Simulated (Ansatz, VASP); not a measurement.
Two plane-wave programs on Cd3O

File INCAR:

```
SYSTEM = Cd3O
PREC = Accurate
ENCUT = 600
EDIFF = 1E-6
ISMEAR = 0
SIGMA = 0.1
LREAL = .FALSE.
LASPH = .TRUE.
NELM = 100
ALGO = Normal
ISIF = 3
LWAVE = .FALSE.
LCHARG = .FALSE.
GGA = PE
IBRION = 2
NSW = 90
EDIFFG = -0.04
```

KPOINTS

```
Automatic mesh
0
G
  6 6 6
  0 0 0
```

Contents of POSCAR:

```
Cd3O
1.0
   -2.0717932475      2.0717932475      4.6279017995
    2.0717932475     -2.0717932475      4.6279017995
    2.0717932475      2.0717932475     -4.6279017995
Cd O
3 1
Direct
    0.5000000000      0.5000000000      0.0000000000
    0.2500000000      0.7500000000      0.5000000000
    0.7500000000      0.2500000000      0.5000000000
    0.0000000000      0.0000000000      0.0000000000
```

Input for Ansatz:

```yaml
crystal:
  lattice:
    - [-2.0717932475, 2.0717932475, 4.6279017995]
    - [2.0717932475, -2.0717932475, 4.6279017995]
    - [2.0717932475, 2.0717932475, -4.6279017995]
  atoms:
    - { symbol: Cd, position: [0.5, 0.5, 0.0] }
    - { symbol: Cd, position: [0.25, 0.75, 0.5] }
    - { symbol: Cd, position: [0.75, 0.25, 0.5] }
    - { symbol: O, position: [0.0, 0.0, 0.0] }
basis:
  ecutwfc: 420
kpoints:
  mp_grid: { grid: [6, 6, 6] }
hamiltonian:
  xc: pbe
scf:
  occupations: { method: gaussian, width: 0.1 }
  lower_state_search: "off"
output:
  forces: true
  stress: true
  eigenvalues: true
relax:
  adjacent_minimum: "off"
  f_tol: 0.04
  max_steps: 70
  cell: { stress_tol: 0.4 }
```

Alike in both runs: task relaxation of cell and atoms; functional PBE; k mesh 6 × 6 × 6; occupations gaussian, width 0.1 eV; no spin polarisation.

|  | VASP | Ansatz |
| --- | --- | --- |
| version | VASP 6.6.1 | Ansatz 0.2.0 |
| potentials or method | VASP PAW PBE potentials, release 64 (Cd, O), cutoff 600 eV | scalar-relativistic, plane waves, PAW |
| valence electrons in the cell | 42 | 66 |

Ansatz gave:

```
gap on the k mesh at the Fermi level, each at its own relaxed structure (eV) : none
relaxed volume (Å³/atom)                                                     : 18.36
relaxed cell length with the largest relative difference (Å)                 : 5.642
```

**Question.** What did VASP give for the same quantities?

**Answer.** gap on the k mesh at the Fermi level, each at its own relaxed structure (eV): none; relaxed volume (Å³/atom): 18.53; relaxed cell length with the largest relative difference (Å): 5.677.

A gap of «none» marks a metal or a gap that the smearing closes. VASP's potentials hold 42 valence electrons a cell and Ansatz's 66, so a difference there can come from the potentials and not from the codes.
